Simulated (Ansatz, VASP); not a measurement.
**BaZrO3: VASP beside Ansatz**

File INCAR:

```
SYSTEM = BaZrO3
ALGO = Normal ; EDIFF = 1E-6
ENCUT = 520 ; GGA = PE
ISIF = 2 ; ISMEAR = 0
LASPH = .TRUE. ; LCHARG = .FALSE.
LREAL = .FALSE. ; LWAVE = .FALSE.
NBANDS = 28 ; NELM = 100
PREC = Accurate ; SIGMA = 0.01
```

Contents of KPOINTS:

```
k-points
0
G
  6 6 6
  0 0 0
```

File POSCAR:

```
BaZrO3
1.0
    4.1202866125      0.0000000000      0.0000000000
    0.0000000000      4.1202866125      0.0000000000
    0.0000000000      0.0000000000      4.1202866125
Ba Zr O
1 1 3
Direct
    0.0000000000      0.0000000000      0.0000000000
    0.5000000000      0.5000000000      0.5000000000
    0.0000000000      0.5000000000      0.5000000000
    0.5000000000      0.0000000000      0.5000000000
    0.5000000000      0.5000000000      0.0000000000
```

Input for Ansatz:

```yaml
crystal:
  lattice:
    - [4.120286612486769, 0.0, 0.0]
    - [0.0, 4.120286612486769, 0.0]
    - [0.0, 0.0, 4.120286612486769]
  atoms:
    - { symbol: Ba, position: [0.0, 0.0, 0.0] }
    - { symbol: Zr, position: [0.5, 0.5, 0.5] }
    - { symbol: O, position: [0.0, 0.5, 0.5] }
    - { symbol: O, position: [0.5, 0.0, 0.5] }
    - { symbol: O, position: [0.5, 0.5, 0.0] }
basis:
  ecutwfc: 571.4391111657479
kpoints:
  mp_grid:
    grid: [6, 6, 6]
hamiltonian:
  xc: pbe
scf:
  occupations:
    method: fixed
output:
  stress: true
```

Alike in both runs: task single point; functional PBE; k mesh 6 × 6 × 6; no spin polarisation.

|  | VASP | Ansatz |
| --- | --- | --- |
| version | VASP 6.6.1 | Ansatz 0.2.0 |
| potentials or method | VASP PAW PBE potentials, release 64 (Ba_sv, Zr_sv, O), cutoff 520 eV | plane waves, PAW |
| occupations | gaussian, width 0.01 eV | fixed |
| valence electrons in the cell | 40 | 40 |

|  | VASP | Ansatz | Ansatz less VASP |
| --- | --- | --- | --- |
| pressure (GPa) | 14.9 | 13.6 | -1.31 |

Spin-orbit coupling is off throughout.
